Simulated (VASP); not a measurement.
Runs of VASP 6.6.1 on Co. The structure is that of space group P6_3/mmc (No. 194), or close to it. The cells are those of the table. 

| task | spin | cell | k mesh | cutoff (eV) | smearing | gap on the mesh (eV) | pressure (GPa) | moment (μB) | relaxed volume (Å³/atom) |
| --- | --- | --- | --- | --- | --- | --- | --- | --- | --- |
| single point | collinear, ferromagnetic start | a = 2.533, b = 2.533, c = 4.083 Å, angles 90.0, 90.0, 120.0°, 2 atoms | 14 × 14 × 8 | 520 | fermi-dirac 0.05 eV | none | -0.3 | 3.17 | - |
| single point | off | a = 2.496, b = 2.496, c = 4.016 Å, angles 90.0, 90.0, 120.0°, 2 atoms | 24 × 24 × 13 | 520 | fermi-dirac 0.1 eV | none | -0.2 | - | - |
| single point | off | a = 2.496, b = 2.496, c = 4.016 Å, angles 90.0, 90.0, 120.0°, 2 atoms | 14 × 14 × 8 | 520 | fermi-dirac 0.1 eV | none | -0.2 | - | - |
| relaxation of cell and atoms | collinear, ferromagnetic start | relaxed from a = 2.507, b = 2.507, c = 4.069 Å, angles 90.0, 90.0, 120.0°, 2 atoms | 14 × 14 × 8 | 600 | fermi-dirac 0.05 eV | none | 0.0 | (b) | 11.31 |
| relaxation of cell and atoms | off | relaxed from a = 2.507, b = 2.507, c = 4.069 Å, angles 90.0, 90.0, 120.0°, 2 atoms | 14 × 14 × 8 | 600 | fermi-dirac 0.1 eV | none | 0.0 | - | 10.82 |
| single point | collinear, ferromagnetic start | a = 2.533, b = 2.533, c = 4.083 Å, angles 90.0, 90.0, 120.0°, 2 atoms | 23 × 23 × 13 | 520 | fermi-dirac 0.05 eV | none | -0.3 | (a) | - |

Alike in all rows: level BLYP; potentials or basis VASP PAW PBE potentials, release 64 (Co).

Task: Fill in the values left out.

Result: (a) 3.19; (b) 3.16.

Caveats: the PAW data sets were made with another functional, which shifts forces and pressure a little.

A gap of «none» marks levels without a gap at the run's occupations.
